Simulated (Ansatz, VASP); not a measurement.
# Two plane-wave programs on Sc3SbP2

Contents of INCAR:

```
  PREC = Accurate
  ENCUT = 520
  EDIFF = 1E-7
  ISMEAR = 0
  SIGMA = 0.1
  LREAL = F
  LASPH = T
  NELM = 60
  ALGO = Normal
  ISIF = 2
  LWAVE = F
  LCHARG = T
  GGA = PE
  LELF = T
  LVHAR = T
  NBANDS = 33
```

KPOINTS

```
regular mesh
0
Gamma
  6 6 6
```

File POSCAR:

```
Sc3SbP2
1.0
    1.8861629000      1.0889767000     10.1342568000
   -1.8861629000      1.0889767000     10.1342568000
    0.0000000000     -2.1779533000     10.1342568000
Sc Sb P
3 1 2
Direct
    0.1245700000      0.1245700000      0.1245700000
    0.5560490000      0.5560490000      0.5560490000
    0.9870010000      0.9870010000      0.9870010000
    0.7215870000      0.7215870000      0.7215870000
    0.8394270000      0.8394270000      0.8394270000
    0.2737590000      0.2737590000      0.2737590000
```

Input for Ansatz:

```yaml
crystal:
  lattice:
    - [1.8861629, 1.0889767, 10.1342568]
    - [-1.8861629, 1.0889767, 10.1342568]
    - [0.0, -2.1779533, 10.1342568]
  atoms:
    - { symbol: Sc, position: [0.12457, 0.12457, 0.12457] }
    - { symbol: Sc, position: [0.556049, 0.556049, 0.556049] }
    - { symbol: Sc, position: [0.987001, 0.987001, 0.987001] }
    - { symbol: Sb, position: [0.721587, 0.721587, 0.721587] }
    - { symbol: P, position: [0.839427, 0.839427, 0.839427] }
    - { symbol: P, position: [0.273759, 0.273759, 0.273759] }
basis:
  ecutwfc: 420
kpoints:
  mp_grid: { grid: [6, 6, 6] }
hamiltonian:
  xc: pbe
scf:
  occupations: { method: gaussian, width: 0.1 }
  lower_state_search: "off"
output:
  forces: true
  stress: true
  eigenvalues: true
```

Change from the starting cell: relaxed end of: species swapped into the Al3Ni2Pt type (P4/mmm, No. 123).

Alike in both runs: task single point; functional PBE; k mesh 6 × 6 × 6; occupations gaussian, width 0.1 eV; no spin polarisation.

|  | VASP | Ansatz |
| --- | --- | --- |
| version | VASP 6.6.1 | Ansatz 0.2.0 |
| potentials or method | VASP PAW PBE potentials, release 64 (Sc_sv, Sb, P), cutoff 520 eV | scalar-relativistic, plane waves, PAW |
| valence electrons in the cell | 48 | 58 |

```csv
,VASP,Ansatz,Ansatz less VASP
gap on the k mesh at the Fermi level (eV),none,none,-
pressure (GPa),0.2,0.0,-0.15
"traceless stress, the component that is largest in VASP (GPa)",-0.22,-0.25,-0.028
rms of the force components (eV/Å),0.020,0.020,+0.0002
```

Atom by atom the forces differ by 0.000 eV/Å (rms over components). A gap of «none» marks a metal or a gap that the smearing closes. With one functional, cell and mesh, what is left measures potentials, basis and numerics. VASP's potentials hold 48 valence electrons a cell and Ansatz's 58, so a difference there can come from the potentials and not from the codes.

Spin-orbit coupling is off throughout.
